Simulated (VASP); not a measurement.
# C (P-3m1) in VASP: notebook, part 2 of 2

VASP 6.6.1. The steps go on from the part before.

## (3) Single point, PBE (the distance across one plane changed)

The input, INCAR:

```
ALGO = Normal
EDIFF = 1E-6
ENCUT = 520
GGA = PE
ISIF = 2
ISMEAR = 0
LASPH = True
LCHARG = True
LELF = True
LREAL = False
LVHAR = True
LWAVE = False
NBANDS = 36
NELM = 100
PREC = Accurate
SIGMA = 0.05
```

The input, KPOINTS:

```
k-points
0
Gamma
  10 10 2
```

The input, POSCAR:

```
C
1.0
    1.7834000000     -1.7834000000      0.0000000000
    1.7834000000      0.0000000000     -1.7834000000
    7.2779375673      7.2779375673      7.2779375673
C
12
Direct
    0.6666666667      0.6666666667      0.2654947828
    0.0000000000      0.0000000000      0.1021334840
    0.3333333333      0.3333333333      0.4288560815
    0.6666666667      0.6666666667      0.7555786791
    1.0000000000      1.0000000000      0.5922173803
    0.3333333333      0.3333333333      0.9189399778
    0.6666666667      0.6666666667      0.3880157568
    1.0000000000      1.0000000000      0.2246544581
    0.3333333333      0.3333333333      0.5513770556
    0.6666666667      0.6666666667      0.8780996531
    0.0000000000      0.0000000000      0.7147383544
    0.3333333333      0.3333333333      0.0612931593
```

Potentials or basis: VASP PAW PBE potentials, release 64 (C).

Run with:

```bash
$ cat potpaw_PBE.64/C/POTCAR > POTCAR
$ mpirun -np 1 vasp_std > vasp.out
```

OUTCAR:

```text
EDIFF = 1E-6
   ENCUT = 520
   GGA = PE
   ISIF = 2
   ISMEAR = 0
   LASPH = True
   LREAL = False
   NELM = 100
   PREC = Accurate

 ion  position               nearest neighbor table
   1  0.667  0.667  0.265-   7 1.54   8 1.54   8 1.54   8 1.54
   2  0.000  0.000  0.102-  12 1.54  12 1.54  12 1.54   8 1.54
   3  0.333  0.333  0.429-   7 1.54   7 1.54   7 1.54   9 1.54
   4  0.667  0.667  0.756-  10 1.54  11 1.54  11 1.54  11 1.54
   5  0.000  0.000  0.592-   9 1.54   9 1.54   9 1.54  11 1.54
   6  0.333  0.333  0.919-  10 1.54  10 1.54  10 1.54  12 1.79
   7  0.667  0.667  0.388-   1 1.54   3 1.54   3 1.54   3 1.54
   8  0.000  0.000  0.225-   1 1.54   1 1.54   1 1.54   2 1.54
   9  0.333  0.333  0.551-   5 1.54   5 1.54   5 1.54   3 1.54
  10  0.667  0.667  0.878-   4 1.54   6 1.54   6 1.54   6 1.54
  11  0.000  0.000  0.715-   4 1.54   4 1.54   4 1.54   5 1.54
  12  0.333  0.333  0.061-   2 1.54   2 1.54   2 1.54   6 1.79

  LATTYP: Found a hexagonal cell.
[... 217 lines left out ...]
      4      -9.1169      2.00000
      5      -8.6565      2.00000
      6      -6.4121      2.00000
[... 925 lines left out ...]
     35      18.9466      0.00000
     36      19.8608      0.00000

 [... further k-points ...]

------------------------ aborting loop because EDIFF is reached ----------------------------------------

  FORCE on cell =-STRESS in cart. coord.  units (eV):
  Direction    XX          YY          ZZ          XY          YZ          ZX
  --------------------------------------------------------------------------------------
  -------------------------------------------------------------------------------------
  Total       -1.4051184     -1.4051184     -1.4051184     -2.0884307     -2.0884307     -2.0884307
  in kB      -32.4187591    -32.4187591    -32.4187591    -48.1840763    -48.1840763    -48.1840763
  external PRESSURE =     -32.4187591 kB  Pullay stress =       0.0000000 kB

 VOLUME and BASIS-vectors are now :
 -----------------------------------------------------------------------------
  energy-cutoff  :      520.00
  volume of cell :       69.44
      direct lattice vectors                 reciprocal lattice vectors
     1.783400000 -1.783400000  0.000000000     0.186908901 -0.373817801  0.186908901
     1.783400000  0.000000000 -1.783400000     0.186908901  0.186908901 -0.373817801
     7.277937567  7.277937567  7.277937567     0.045800521  0.045800521  0.045800521

 POSITION                                       TOTAL-FORCE (eV/Angst)
 -----------------------------------------------------------------------------------
      4.31012      0.74332      0.74332        -0.012922     -0.012922     -0.012922
      0.74332      0.74332      0.74332        -0.757237     -0.757237     -0.757237
      4.31012      2.52672      2.52672        -0.000945     -0.000945     -0.000945
      7.87692      4.31012      4.31012        -0.059863     -0.059863     -0.059863
      4.31012      4.31012      4.31012        -0.003449     -0.003449     -0.003449
      7.87692      6.09352      6.09352         1.107117      1.107117      1.107117
      5.20182      1.63502      1.63502         0.003449      0.003449      0.003449
      1.63502      1.63502      1.63502         0.059863      0.059863      0.059863
      5.20182      3.41842      3.41842         0.000945      0.000945      0.000945
      8.76862      5.20182      5.20182         0.757237      0.757237      0.757237
      5.20182      5.20182      5.20182         0.012922      0.012922      0.012922
      1.63502     -0.14838     -0.14838        -1.107117     -1.107117     -1.107117
 -----------------------------------------------------------------------------------
    total drift:                                0.000003      0.000003      0.000003

  FREE ENERGIE OF THE ION-ELECTRON SYSTEM (eV)
  ---------------------------------------------------
  free  energy   TOTEN  =      -108.6449259391 eV

  energy  without entropy=     -108.6449259391  energy(sigma->0) =     -108.64492594
```

OSZICAR:

```text
N       E                     dE             d eps       ncg     rms          rms(c)
DAV:   1     0.127280830684E+03    0.12728E+03   -0.25516E+04  2016   0.131E+03
DAV:   2    -0.102885967186E+03   -0.23017E+03   -0.21634E+03  2652   0.254E+02
DAV:   3    -0.112225712765E+03   -0.93397E+01   -0.92622E+01  2676   0.469E+01
DAV:   4    -0.112345598981E+03   -0.11989E+00   -0.11952E+00  2676   0.562E+00
DAV:   5    -0.112348305692E+03   -0.27067E-02   -0.27043E-02  2576   0.766E-01    0.134E+01
DAV:   6    -0.109559539884E+03    0.27888E+01   -0.19222E+00  2412   0.660E+00    0.799E+00
DAV:   7    -0.108640424206E+03    0.91912E+00   -0.23306E+00  2368   0.740E+00    0.169E+00
DAV:   8    -0.108644825958E+03   -0.44018E-02   -0.64722E-02  2540   0.130E+00    0.300E-01
DAV:   9    -0.108644819769E+03    0.61887E-05   -0.51465E-03  2660   0.397E-01    0.511E-02
DAV:  10    -0.108644874383E+03   -0.54614E-04   -0.33314E-04  2528   0.998E-02    0.326E-02
DAV:  11    -0.108644908944E+03   -0.34560E-04   -0.34778E-05  2748   0.390E-02    0.148E-02
DAV:  12    -0.108644925913E+03   -0.16969E-04   -0.19802E-05  2504   0.279E-02    0.392E-03
DAV:  13    -0.108644925939E+03   -0.26201E-07   -0.11406E-06  1888   0.677E-03
   1 F= -.10864493E+03 E0= -.10864493E+03  d E =-.304797E-14
```

Wall time 1.9 min (1 thread of Intel Xeon 8259CL, shared host); peak memory 0.2 GiB.

What came out:

```yaml
Free_energy: -108.6449 eV
Pressure: -3.2 GPa
Largest_force: 1.918 eV/Å
Band_gap_on_the_k_mesh: 3.84 eV
```

Forces in eV/Å, atoms in the order of the input:
```
C   -0.013 -0.013 -0.013
C   -0.757 -0.757 -0.757
C   -0.001 -0.001 -0.001
C   -0.060 -0.060 -0.060
C   -0.003 -0.003 -0.003
C    1.107  1.107  1.107
C    0.003  0.003  0.003
C    0.060  0.060  0.060
C    0.001  0.001  0.001
C    0.757  0.757  0.757
C    0.013  0.013  0.013
C   -1.107 -1.107 -1.107
```

Stress tensor (GPa, compression positive):
```
-3.24 -4.82 -4.82
-4.82 -3.24 -4.82
-4.82 -4.82 -3.24
```

Caveat: the cell differs from its parent crystal (the distance across one plane changed); the cell stands under tension; forces of over 1 eV/Å act on the atoms, so gaps and moduli don't describe the material at rest.
